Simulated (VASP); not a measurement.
A run of VASP 6.6.1:

File INCAR:

```
PREC = Accurate
ENCUT = 520
EDIFF = 1E-6
ISMEAR = -1
SIGMA = 0.1
LREAL = False
LASPH = True
NELM = 80
ALGO = Normal
ISIF = 2
LWAVE = False
LCHARG = False
GGA = CA
NBANDS = 40
```

KPOINTS

```
Automatic mesh
0
Gamma
  7 7 3
```

The input POSCAR:

```
LuBr
1.0
    3.6068740000      0.0000000000      0.0000000000
   -1.8034370000      3.1236445122      0.0000000000
    0.0000000000      0.0000000000      9.8717490000
Lu Br
2 2
Direct
    0.3333333333      0.6666666667      0.3309900000
    0.6666666667      0.3333333333      0.8309900000
    0.3333333333      0.6666666667      0.0440100000
    0.6666666667      0.3333333333      0.5440100000
```

Potentials or basis: VASP PAW PBE potentials, release 64 (Lu, Br).

Launch:

```bash
$ cat potpaw_PBE.64/Lu/POTCAR potpaw_PBE.64/Br/POTCAR > POTCAR
$ mpirun -np 1 vasp_std > vasp.out
```

Hardware: 1 thread of Intel(R) Xeon(R) Platinum 8259CL CPU @ 2.50GHz (Skylake/Cascade Lake) (shared host).

Problem. Estimate the wall time of this run.

Solution. It took 79 s on 1 thread of Intel(R) Xeon(R) Platinum 8259CL CPU @ 2.50GHz (Skylake/Cascade Lake), with other jobs on the host, peak memory 0.23 GiB. Counts: scf iterations 13, k points 16.
